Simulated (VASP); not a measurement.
Write the native input for VASP 6.6.1 that does the following.

```
Task                   : single point
Functional             : LDA
Potentials or basis    : VASP PAW LDA potentials, release 64 (B, N)
Cutoff                 : 600 eV
k mesh                 : 12 × 12 × 12
Occupations            : gaussian, width 0.02 eV
Spin                   : no spin polarisation
Dipole correction      : no
Further INCAR settings : ALGO = Normal; EDIFF = 1e-06; NBANDS = 11
```

The structure of BN (lda) lies in POSCAR:

```
BN
1.0
    0.0000000000      1.7348694950      1.7348694950
    1.7348694950      0.0000000000      1.7348694950
    1.7348694950      1.7348694950      0.0000000000
B N
1 1
Direct
    0.0000000000      0.0000000000      0.0000000000
    0.2500000000      0.2500000000      0.2500000000
```

This cell differs from its parent crystal: volume scaled by 0.91.

One way to write it, as run:

INCAR

```
SYSTEM = BN
ALGO = Normal
EDIFF = 1E-6
ENCUT = 600
GGA_COMPAT = .False.
ISIF = 2
ISMEAR = 0
LASPH = .True.
LCHARG = .True.
LELF = .True.
LREAL = .False.
LVHAR = .True.
LWAVE = .False.
NBANDS = 11
NELM = 120
PREC = Accurate
SIGMA = 0.02
```

KPOINTS

```
k-points
0
Gamma
  12 12 12
  0 0 0
```

Potentials or basis: VASP PAW LDA potentials, release 64 (B, N).

Command:

```bash
$ cat potpaw_LDA.64/B/POTCAR potpaw_LDA.64/N/POTCAR > POTCAR
$ mpirun -np 1 vasp_std > vasp.out
```

It gave:

```
Pressure               : 46.1 GPa
Band gap on the k mesh : 4.48 eV, indirect (least direct gap 9.26 eV)
```

It took 4.7 s on 1 thread of Intel Xeon 6975P-C (shared host), peak memory 0.12 GiB.
